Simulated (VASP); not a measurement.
Input of a VASP 6.6.1 run:

The input INCAR:

```
SYSTEM = Cu
PREC     = Accurate       ! precision mode
ENCUT    = 520            ! plane-wave cutoff, eV
EDIFF    = 1E-7           ! SCF threshold, eV
ISMEAR   = 0              ! smearing method
SIGMA    = 0.15           ! smearing width, eV
LREAL    = .FALSE.        ! projectors in reciprocal space
LASPH    = .TRUE.         ! aspherical terms in the spheres
NELM     = 100            ! most SCF steps
ALGO     = Fast           ! electronic algorithm
ISIF     = 2              ! what is computed and relaxed
LWAVE    = .FALSE.        ! write WAVECAR
LCHARG   = .FALSE.        ! write CHGCAR
GGA      = PE             ! functional
NBANDS   = 18             ! bands
```

The input KPOINTS:

```
Automatic mesh
0
G
  18 18 18
  0 0 0
```

POSCAR

```
Cu
1.0
    1.2386412945     -4.0308860292      0.0000000000
    1.2386412945      4.0308860292      0.0000000000
    0.0000000000      0.0000000000      2.5142119659
Cu
2
Direct
    0.1340351705      0.8659648295      0.1852878746
    0.8659648295      0.1340351705      0.8147121254
```

Potentials or basis: VASP PAW PBE potentials, release 64 (Cu).

Command:

```sh
$ cat potpaw_PBE.64/Cu/POTCAR > POTCAR
$ mpirun -np 1 vasp_std > vasp.out
```

Q: Estimate the largest force.

A: 0.785 eV/Å.

Q: What does it give for the band gap on the k mesh?

A: Zero (bands 11 and 12 overlap by 5.45 eV).

Q: Predict the pressure.

A: 3.2 GPa.

Forces in eV/Å, atoms in the order of the input:
```
Cu   0.000  0.044  0.784
Cu   0.000 -0.044 -0.784
```

Caveat: the cell differs from its parent crystal (atoms displaced along a vibrational mode); the stress differs along the axes, from 0 to 7 GPa.
